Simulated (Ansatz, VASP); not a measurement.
One calculation of InSb, two programs

The input INCAR:

```
SYSTEM = InSb
PREC = Accurate ; ENCUT = 520
EDIFF = 1E-6 ; ISMEAR = 0
SIGMA = 0.1 ; LREAL = .FALSE.
LASPH = .TRUE. ; NELM = 60
ALGO = Normal ; ISIF = 2
LWAVE = .FALSE. ; LCHARG = .TRUE.
GGA = PE ; LELF = .TRUE.
LVHAR = .TRUE. ; NBANDS = 16
```

Contents of KPOINTS:

```
regular mesh
0
G
  14 14 14
  0 0 0
```

POSCAR

```
InSb
1.0
    0.0000000000      3.2147403990      3.2147403990
    3.2147403990      0.0000000000      3.2147403990
    3.2147403990      3.2147403990      0.0000000000
In Sb
1 1
Direct
    0.0000000000      0.0000000000      0.0000000000
    0.2500000000      0.2500000000      0.2500000000
```

Input for Ansatz:

```yaml
crystal:
  lattice:
    - [0.0, 3.214740399, 3.214740399]
    - [3.214740399, 0.0, 3.214740399]
    - [3.214740399, 3.214740399, 0.0]
  atoms:
    - { symbol: In, position: [0.0, 0.0, 0.0] }
    - { symbol: Sb, position: [0.25, 0.25, 0.25] }
basis:
  ecutwfc: 420
kpoints:
  mp_grid: { grid: [14, 14, 14] }
hamiltonian:
  xc: pbe
scf:
  occupations: { method: gaussian, width: 0.1 }
output:
  forces: true
  stress: true
  eigenvalues: true
  write_density: true
  write_potential: true
  elf: true
  volumetric_format: npy
```

Alike in both runs: task single point; functional PBE; k mesh 14 × 14 × 14; occupations gaussian, width 0.1 eV; no spin polarisation.

```csv
,VASP,Ansatz
version,VASP 6.6.1,Ansatz 0.2.0
potentials or method,"VASP PAW PBE potentials, release 64 (In_d, Sb), cutoff 520 eV","scalar-relativistic, plane waves, PAW"
valence electrons in the cell,18,28
```

VASP gave:

| Quantity | Value |
| --- | --- |
| gap on the k mesh at the Fermi level (eV) | none |
| pressure (GPa) | 4.3 |

**Question.** What did Ansatz give for the same quantities?

**Answer.** gap on the k mesh at the Fermi level (eV): none; pressure (GPa): 4.4.

A gap of «none» marks a metal or a gap that the smearing closes. VASP's potentials hold 18 valence electrons a cell and Ansatz's 28, so a difference there can come from the potentials and not from the codes.

Neither program's run includes spin-orbit coupling.
